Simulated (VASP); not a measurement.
Here is a VASP 6.6.1 calculation.

File INCAR:

```
  PREC = Accurate
  ENCUT = 520
  EDIFF = 1E-6
  ISMEAR = 0
  SIGMA = 0.15
  LREAL = F
  LASPH = T
  NELM = 150
  ALGO = Fast
  ISIF = 2
  LWAVE = F
  LCHARG = T
  ISPIN = 2
  MAGMOM = 0.75
  LORBIT = 11
  NUPDOWN = 0.75
  LMAXMIX = 4
  GGA = PE
  LELF = T
  LVHAR = T
  NBANDS = 15
```

KPOINTS

```
regular mesh
0
Gamma
  24 24 24
```

The input POSCAR:

```
Ni
1.0
    0.0000000000      1.6465492621      1.6465492621
    1.6465492621      0.0000000000      1.6465492621
    1.6465492621      1.6465492621      0.0000000000
Ni
1
Direct
    0.0000000000      0.0000000000      0.0000000000
```

Potentials or basis: VASP PAW PBE potentials, release 64 (Ni).

The run is started by

```sh
$ cat potpaw_PBE.64/Ni/POTCAR > POTCAR
$ mpirun -np 1 vasp_std > vasp.out
```

Q: What does it give for the pressure?

A: 64.7 GPa.

Caveat: the total moment is fixed, so each spin has its own Fermi level.
